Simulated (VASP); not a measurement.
Here is a VASP 6.6.1 calculation.

Contents of INCAR:

```
ALGO     = Normal         # electronic algorithm
EDIFF    = 1E-7           # SCF threshold, eV
ENCUT    = 520            # plane-wave cutoff, eV
GGA      = PE             # functional
ISIF     = 2              # what is computed and relaxed
ISMEAR   = 0              # smearing method
LASPH    = True           # aspherical terms in the spheres
LCHARG   = False          # write CHGCAR
LREAL    = Auto         
LWAVE    = False          # write WAVECAR
NBANDS   = 86             # bands
NELECT   = 128.0        
NELM     = 100            # most SCF steps
PREC     = Accurate       # precision mode
SIGMA    = 0.01           # smearing width, eV
```

Contents of KPOINTS:

```
Automatic mesh
0
Gamma
  2 2 2
  0.5 0.5 0.5
```

POSCAR

```
Be16HS16
1.0
    4.8761188970      4.8761188970      4.8761188970
   -4.8761188970     -4.8761188970      4.8761188970
    4.8761188970     -4.8761188970     -4.8761188970
Be S H
16 16 1
Direct
    0.7516823968      0.2490088984      0.0000000000
   -0.0036194661      0.0000000000      0.0000000000
    0.7483176032      0.4983176032      0.7473265017
    0.0009911016      0.2526734983      0.7509911016
    0.2500000000      0.0000000000      0.7463805339
    0.2500000000      0.7463805339      0.0000000000
    0.4990088984      0.5016823968      0.0000000000
    0.7516823968      0.0000000000      0.2490088984
    0.7483176032      0.7473265017      0.4983176032
   -0.0026734983      0.4983176032      0.4983176032
    0.2500000000      0.2490088984      0.5016823968
    0.4990088984      0.0000000000      0.5016823968
    0.5026734983      0.7509911016      0.7509911016
    0.0009911016      0.7509911016      0.2526734983
    0.2500000000      0.5016823968      0.2490088984
    0.5036194661      0.2536194661      0.2536194661
    0.7500000000      0.2500000000      0.7500000000
    0.0007215371      0.0000000000      0.7507215371
    0.7502763468      0.5002763468      0.5002763468
    0.0000000000      0.2500000000      0.5000000000
    0.2500000000      0.0000000000      0.4997236532
    0.2500000000      0.7507215371      0.7507215371
    0.5000000000      0.5000000000      0.7500000000
    0.7497236532      0.0000000000      0.0000000000
    0.7500000000      0.7500000000      0.2500000000
    0.0000000000      0.5000000000      0.2500000000
    0.2500000000      0.2492784629      0.2492784629
    0.4992784629      0.0000000000      0.2492784629
    0.5000000000      0.7500000000      0.5000000000
    0.0007215371      0.7507215371      0.0000000000
    0.2500000000      0.4997236532      0.0000000000
    0.4992784629      0.2492784629      0.0000000000
    0.2500000000      0.0000000000      0.0000000000
```

Potentials or basis: VASP PAW PBE potentials, release 64 (Be, S, H).

Run with:

```bash
$ cat potpaw_PBE.64/Be/POTCAR potpaw_PBE.64/S/POTCAR potpaw_PBE.64/H/POTCAR > POTCAR
$ mpirun -np 1 vasp_std > vasp.out
```

(1) What does it give for the largest force?

Answers

(1) 0.020 eV/Å.

Caveat: the cell carries a net charge on a neutralising background, which shifts energy and pressure; the cell differs from its parent crystal (with an interstitial atom, then relaxed in part).
